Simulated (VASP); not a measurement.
SnO, 4 atoms in the cell. The structure is tetragonal, space group P4/nmm (No. 129). Conventional cell: a = 3.945 Å, b = 3.945 Å, c = 4.505 Å, α = 90.00°, β = 90.00°, γ = 90.00°. Within 3.0 Å of Sn (site symmetry 4mm) lie 4 O at 2.26 Å. O (site symmetry -4m2) has 4 Sn at 2.26 Å and 4 O at 2.79 Å within 3.0 Å.  This cell differs from its parent crystal: ratio of the length along z to the lengths across it x 0.92, volume and fractional coordinates fixed.

```yaml
Program: VASP 6.6.1
Task: single point
Functional: PBE
Dispersion: D3(BJ)
Potentials_or_basis: VASP PAW PBE potentials, release 64 (Sn_d, O)
Cutoff: 520 eV
k_mesh: 14 × 14 × 12
Occupations: gaussian, width 0.15 eV
Spin: no spin polarisation
Dipole_correction: no
Further_INCAR_settings: ALGO = Normal; EDIFF = 1e-06; NBANDS = 28
```

Potentials or basis: VASP PAW PBE potentials, release 64 (Sn_d, O).

Run with:

```bash
$ cat potpaw_PBE.64/Sn_d/POTCAR potpaw_PBE.64/O/POTCAR > POTCAR
$ mpirun -np 1 vasp_std > vasp.out
```

Hardware: 1 thread of Intel(R) Xeon(R) 6975P-C (Granite Rapids), on a shared host.

How long does it take, and how much memory?

It took 3.2 min on 1 thread of Intel(R) Xeon(R) 6975P-C (Granite Rapids), on a shared host, peak memory 0.49 GiB. Counts: scf iterations 14, k points 252.
